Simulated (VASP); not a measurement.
# CdSe in VASP: notebook

The runs below take CdSe through single point, with LDA.

Everything below comes from runs of VASP 6.6.1. Logs are shortened: lines on timing, memory, paths and dates and some standing lists are left out, and cuts for length are marked.

### Step 1. The cell of the first run

Symmetry: P6_3mc, No. 186, hexagonal system. The conventional cell has a = 4.346 Å, b = 4.346 Å, c = 7.090 Å, α = 90.00°, β = 90.00°, γ = 120.00°. Within 3.5 Å of Cd (site symmetry 3m) lie 4 Se at 2.66 to 2.67 Å. Se (site symmetry 3m) has 4 Cd at 2.66 to 2.67 Å within 3.5 Å.

### Step 2. Single point, LDA

The input, INCAR:

```
PREC = Accurate ; ENCUT = 520
EDIFF = 1E-6 ; ISMEAR = -1
SIGMA = 0.05 ; LREAL = F
LASPH = T ; NELM = 100
ALGO = Normal ; ISIF = 2
LWAVE = F ; LCHARG = F
GGA = CA ; NBANDS = 26
```

The input, KPOINTS:

```
regular mesh
0
Gamma
  7 7 4
```

The input, POSCAR:

```
CdSe
1.0
    4.3460853832      0.0000000000      0.0000000000
   -2.1730426916      3.7638203488      0.0000000000
    0.0000000000      0.0000000000      7.0898398800
Cd Se
2 2
Direct
    0.6666666700      0.3333333300      0.4999533600
    0.3333333300      0.6666666700      0.9999533600
    0.6666666700      0.3333333300      0.8759066400
    0.3333333300      0.6666666700      0.3759066400
```

Potentials or basis: VASP PAW LDA potentials, release 64 (Cd, Se).

The run is started by

```
cat potpaw_LDA.64/Cd/POTCAR potpaw_LDA.64/Se/POTCAR > POTCAR
mpirun -np 1 vasp_std > vasp.out
```

OUTCAR:

```text
PREC = Accurate
   ENCUT = 520
   EDIFF = 1E-6
   ISMEAR = -1
   LREAL = F
   LASPH = T
   NELM = 100
   ISIF = 2
   GGA = CA

 ion  position               nearest neighbor table
   1  0.667  0.333  0.500-   4 2.66   4 2.66   4 2.66   3 2.67
   2  0.333  0.667  1.000-   3 2.66   3 2.66   3 2.66   4 2.67
   3  0.667  0.333  0.876-   2 2.66   2 2.66   2 2.66   1 2.67
   4  0.333  0.667  0.376-   1 2.66   1 2.66   1 2.66   2 2.67

  LATTYP: Found a hexagonal cell.
 ALAT       =     4.3460853832
 C/A-ratio  =     1.6313162892

  Lattice vectors:

 A1 = (   4.3460853832,   0.0000000000,   0.0000000000)
 A2 = (  -2.1730426916,   3.7638203488,   0.0000000000)
 A3 = (   0.0000000000,   0.0000000000,   7.0898398800)

Analysis of symmetry for initial positions (statically):
=====================================================================
 Subroutine PRICEL returns:
 Original cell was already a primitive cell.

 Routine SETGRP: Setting up the symmetry group for a
 hexagonal supercell.

 Subroutine GETGRP returns: Found 12 space group operations
 (whereof  6 operations were pure point group operations)
 out of a pool of 24 trial point group operations.

The static configuration has the point symmetry C_3v.
 The point group associated with its full space group is C_6v.

Analysis of symmetry for dynamics (positions and initial velocities):
=====================================================================
 Subroutine PRICEL returns:
 Original cell was already a primitive cell.

 Routine SETGRP: Setting up the symmetry group for a
 hexagonal supercell.

 Subroutine GETGRP returns: Found 12 space group operations
 (whereof  6 operations were pure point group operations)
 out of a pool of 24 trial point group operations.

The dynamic configuration has the point symmetry C_3v.
 The point group associated with its full space group is C_6v.

 Subroutine INISYM returns: Found 12 space group operations
 (whereof  6 operations are pure point group operations),
 and found     1 'primitive' translations

----------------------------------------------------------------------------------------

                                     Primitive cell

  volume of cell :     115.9748

  direct lattice vectors                    reciprocal lattice vectors
     4.346085383  0.000000000  0.000000000     0.230092120  0.132843747  0.000000000
    -2.173042692  3.763820349  0.000000000     0.000000000  0.265687495  0.000000000
     0.000000000  0.000000000  7.089839880     0.000000000  0.000000000  0.141046909

  length of vectors
     4.346085383  4.346085383  7.089839880     0.265687495  0.265687495  0.141046909

  position of ions in fractional coordinates (direct lattice)
     0.666666670  0.333333330  0.499953360
     0.333333330  0.666666670  0.999953360
     0.666666670  0.333333330  0.875906640
     0.333333330  0.666666670  0.375906640

  ion indices of the primitive-cell ions
   primitive index   ion index
                 1           1
                 2           2
                 3           3
                 4           4

----------------------------------------------------------------------------------------

 KPOINTS: regular mesh

Automatic generation of k-mesh.
 Grid dimensions read from file:
 generate k-points for:    7    7    4

 Generating k-lattice:

  Cartesian coordinates                     Fractional coordinates (reciprocal lattice)
     0.032870303  0.018977678  0.000000000     0.142857143 -0.000000000  0.000000000
     0.000000000  0.037955356  0.000000000     0.000000000  0.142857143  0.000000000
     0.000000000  0.000000000  0.035261727     0.000000000  0.000000000  0.250000000

  Length of vectors
     0.037955356  0.037955356  0.035261727

  Shift w.r.t. Gamma in fractional coordinates (k-lattice)
     0.000000000  0.000000000  0.000000000

 Subroutine IBZKPT returns following result:
 ===========================================

 Found     24 irreducible k-points:

 Following reciprocal coordinates:
            Coordinates               Weight
  0.000000  0.000000  0.000000      1.000000
  0.142857  0.000000  0.000000      6.000000
  0.285714  0.000000  0.000000      6.000000
  0.428571  0.000000  0.000000      6.000000
  0.142857  0.142857  0.000000      6.000000
  0.285714  0.142857  0.000000     12.000000
[... 16 lines left out ...]
  0.428571  0.142857  0.500000      6.000000
  0.285714  0.285714  0.500000      6.000000
   k-points           NKPTS =     24   k-points in BZ     NKDIM =     24   number of bands    NBANDS=     26
   number of dos      NEDOS =    301   number of ions     NIONS =      4
   total plane-waves  NPLWV =  55296
   dimension x,y,z NGX =    32 NGY =   32 NGZ =   54
   dimension x,y,z NGXF=    64 NGYF=   64 NGZF=  108
   ions per type =               2   2
   NGX,Y,Z   is equivalent  to a cutoff of  12.24, 12.24, 12.66 a.u.
   NGXF,Y,Z  is equivalent  to a cutoff of  24.48, 24.48, 25.32 a.u.
 SYSTEM =  unknown system
   PREC   = accura    normal or accurate (medium, high low for compatibility)
   ISTART =      0    job   : 0-new  1-cont  2-samecut
   ICHARG =      2    charge: 1-file 2-atom 10-const
   ISPIN  =      1    spin polarized calculation?
   LNONCOLLINEAR =      F non collinear calculations
   LSORBIT =      F    spin-orbit coupling
   LASPH  =      T    aspherical Exc in radial PAW
   ENCUT  =  520.0 eV  38.22 Ry    6.18 a.u.   8.08  8.08 13.18*2*pi/ulx,y,z
   NELM   =    100;   NELMIN=  2; NELMDL= -5     # of ELM steps
   EDIFF  = 0.1E-05   stopping-criterion for ELM
   LREAL  =      F    real-space projection
   EDIFFG = 0.1E-04   stopping-criterion for IOM
   NSW    =      0    number of steps for IOM
   IBRION =     -1    ionic relax: 0-MD 1-quasi-New 2-CG
   NFREE  =      0    steps in history (QN), initial steepest desc. (CG)
   ISIF   =      2    stress and relaxation
   ISYM   =      2    0-nonsym 1-usesym 2-fastsym
   POTIM  = 0.5000    time-step for ionic-motion
   TEBEG  =    0.0;   TEEND  =   0.0 temperature during run
   PSTRESS=    0.0 pullay stress
   NELECT =      36.0000    total number of electrons
   NUPDOWN=      -1.0000    fix difference up-down
   EMIN   =  10.00;   EMAX   =-10.00  energy-range for DOS
   EFERMI =   0.00;   METHOD = LEGACY
   ISMEAR =    -1;   SIGMA  =   0.05  broadening in eV -4-tet -1-fermi 0-gaus
   EFERMI_NEDOS =   21; number of points for ismear=-14 and -15
   IALGO  =     38    algorithm
   IMIX   =      4    mixing-type and parameters
     AMIX     =   0.40;   BMIX     =  1.00
     AMIX_MAG =   1.60;   BMIX_MAG =  1.00
  volume/ion in A,a.u.               =      28.99       195.66
  Fermi-wavevector in a.u.,A,eV,Ry     =   1.108463  2.094691 16.717341  1.228690
  Thomas-Fermi vector in A             =   2.244990
   LORBIT       =      0    0 simple, 1 ext, 2 COOP (PROOUT), +10 PAW based schemes
   GGA     = CA    functional components
   LHFCALC =     F    Hartree Fock is set to
   AEXX    =    0.0000 exact exchange contribution
   IVDW    =     0    specifies the selected vdW correction
   LEPSILON=     F    determine dielectric tensor
   LRPA    =     F    only Hartree local field effects (RPA)
 non-spin polarized calculation
  energy-cutoff  :      520.00
  volume of cell :      115.97
 maximum number of plane-waves:      3138
   NGX = 17   NGY = 17   NGZ = 27

 number of electron      36.0000002 magnetization

 Free energy of the ion-electron system (eV)
  ---------------------------------------------------
  ext. energy  EPLUGINS =         0.00000000
  ---------------------------------------------------
  free energy    TOTEN  =       -13.45404996 eV

  energy without entropy =      -13.45378625  energy(sigma->0) =      -13.45391810

 E-fermi :   0.7817     XC(G=0):  -9.1514

 val. band max:        0.5739047482   @ k =   0.0000   0.0000   0.0000
 cond. band min:       0.9274444473   @ k =   0.0000   0.0000   0.0000
 fundamental gap:      0.3535396991
 Fermi energy:         0.7817426874

 k-point     1 :       0.0000    0.0000    0.0000
  band No.  band energies     occupation
      1     -11.9127      2.00000
      2     -11.5547      2.00000
      3      -7.2718      2.00000
      4      -7.2663      2.00000
      5      -7.2663      2.00000
      6      -7.2039      2.00000
[... 18 lines left out ...]
     25       7.4361      0.00000
     26       7.9409      0.00000

 k-point     2 :       0.1429    0.0000    0.0000
  band No.  band energies     occupation
      1     -11.8540      2.00000
      2     -11.5281      2.00000
      3      -7.2542      2.00000
      4      -7.2458      2.00000
      5      -7.2211      2.00000
      6      -7.1778      2.00000
[... 18 lines left out ...]
     25       7.6364      0.00000
     26       7.8876      0.00000

 k-point     3 :       0.2857    0.0000    0.0000
  band No.  band energies     occupation
      1     -11.7136      2.00000
      2     -11.4746      2.00000
      3      -7.2169      2.00000
      4      -7.2072      2.00000
      5      -7.1247      2.00000
      6      -7.1118      2.00000
[... 18 lines left out ...]
     25       8.0632      0.00000
     26       8.3089      0.00000

 k-point     4 :       0.4286    0.0000    0.0000
  band No.  band energies     occupation
      1     -11.5834      2.00000
      2     -11.4472      2.00000
      3      -7.1954      2.00000
      4      -7.1859      2.00000
      5      -7.0633      2.00000
      6      -7.0608      2.00000
[... 18 lines left out ...]
     25       8.2601      0.00000
     26       9.4838      0.00000

 k-point     5 :       0.1429    0.1429    0.0000
  band No.  band energies     occupation
      1     -11.7542      2.00000
      2     -11.4883      2.00000
      3      -7.2217      2.00000
      4      -7.2207      2.00000
      5      -7.1453      2.00000
      6      -7.1400      2.00000
[... 18 lines left out ...]
     25       8.0504      0.00000
     26       8.3001      0.00000

 k-point     6 :       0.2857    0.1429    0.0000
  band No.  band energies     occupation
      1     -11.6158      2.00000
      2     -11.4509      2.00000
      3      -7.2032      2.00000
      4      -7.1812      2.00000
      5      -7.0865      2.00000
      6      -7.0794      2.00000
[... 427 lines left out ...]
 k-point    21 :       0.1429    0.1429    0.5000
  band No.  band energies     occupation
      1     -11.6173      2.00000
      2     -11.6173      2.00000
      3      -7.1862      2.00000
      4      -7.1862      2.00000
      5      -7.1713      2.00000
      6      -7.1713      2.00000
[... 18 lines left out ...]
     25       7.7610      0.00000
     26       7.7610      0.00000

 k-point    22 :       0.2857    0.1429    0.5000
  band No.  band energies     occupation
      1     -11.5275      2.00000
      2     -11.5275      2.00000
      3      -7.1595      2.00000
      4      -7.1595      2.00000
      5      -7.1318      2.00000
      6      -7.1318      2.00000
[... 18 lines left out ...]
     25       8.0791      0.00000
     26       8.0791      0.00000

 k-point    23 :       0.4286    0.1429    0.5000
  band No.  band energies     occupation
      1     -11.4875      2.00000
      2     -11.4875      2.00000
      3      -7.1521      2.00000
      4      -7.1521      2.00000
      5      -7.1197      2.00000
      6      -7.1197      2.00000
[... 18 lines left out ...]
     25       8.6627      0.00000
     26       8.6627      0.00000

 k-point    24 :       0.2857    0.2857    0.5000
  band No.  band energies     occupation
      1     -11.4783      2.00000
      2     -11.4783      2.00000
      3      -7.1379      2.00000
      4      -7.1379      2.00000
      5      -7.1206      2.00000
      6      -7.1206      2.00000
[... 18 lines left out ...]
     25       8.4369      0.00000
     26       8.4369      0.00000

------------------------ aborting loop because EDIFF is reached ----------------------------------------

  FORCE on cell =-STRESS in cart. coord.  units (eV):
  Direction    XX          YY          ZZ          XY          YZ          ZX
  --------------------------------------------------------------------------------------
  -------------------------------------------------------------------------------------
  Total       -2.1310580     -2.1310580     -2.1182714      0.0000000     -0.0000000      0.0000000
  in kB      -29.4403041    -29.4403041    -29.2636585      0.0000000     -0.0000000      0.0000000
  external PRESSURE =     -29.3814223 kB  Pullay stress =       0.0000000 kB

 VOLUME and BASIS-vectors are now :
 -----------------------------------------------------------------------------
  energy-cutoff  :      520.00
  volume of cell :      115.97
      direct lattice vectors                 reciprocal lattice vectors
     4.346085383  0.000000000  0.000000000     0.230092120  0.132843747  0.000000000
    -2.173042692  3.763820349  0.000000000     0.000000000  0.265687495  0.000000000
     0.000000000  0.000000000  7.089839880     0.000000000  0.000000000  0.141046909

 POSITION                                       TOTAL-FORCE (eV/Angst)
 -----------------------------------------------------------------------------------
      2.17304      1.25461      3.54459        -0.000000      0.000000      0.001814
     -0.00000      2.50921      7.08951         0.000000      0.000000      0.001814
      2.17304      1.25461      6.21004        -0.000000      0.000000     -0.001814
     -0.00000      2.50921      2.66512         0.000000     -0.000000     -0.001814
 -----------------------------------------------------------------------------------
    total drift:                               -0.000014      0.000008     -0.000510

  FREE ENERGIE OF THE ION-ELECTRON SYSTEM (eV)
  ---------------------------------------------------
  free  energy   TOTEN  =       -13.4540499553 eV

  energy  without entropy=      -13.4537862527  energy(sigma->0) =      -13.45391810
```

Run time: 63 s. Hardware: 1 thread of AMD EPYC 7R13, shared host; peak memory 0.19 GiB.

What came out:

| Item | Value |
| --- | --- |
| Free energy | -13.4540 eV |
| Pressure | -2.9 GPa |
| Band gap on the k mesh | 0.35 eV |

Levels at points of the mesh, in eV from the valence-band top:
```csv
k point,band 15,band 16,band 17,band 18,band 19,band 20,band 21,band 22
"(0.00, 0.00, 0.00)",-0.74,-0.05,0.00,0.00,0.35,1.97,5.71,5.71
"(0.00, 0.00, 0.50)",-0.39,-0.39,-0.39,-0.39,2.12,2.12,5.63,5.63
```

(Continued in part 2 of 2.)
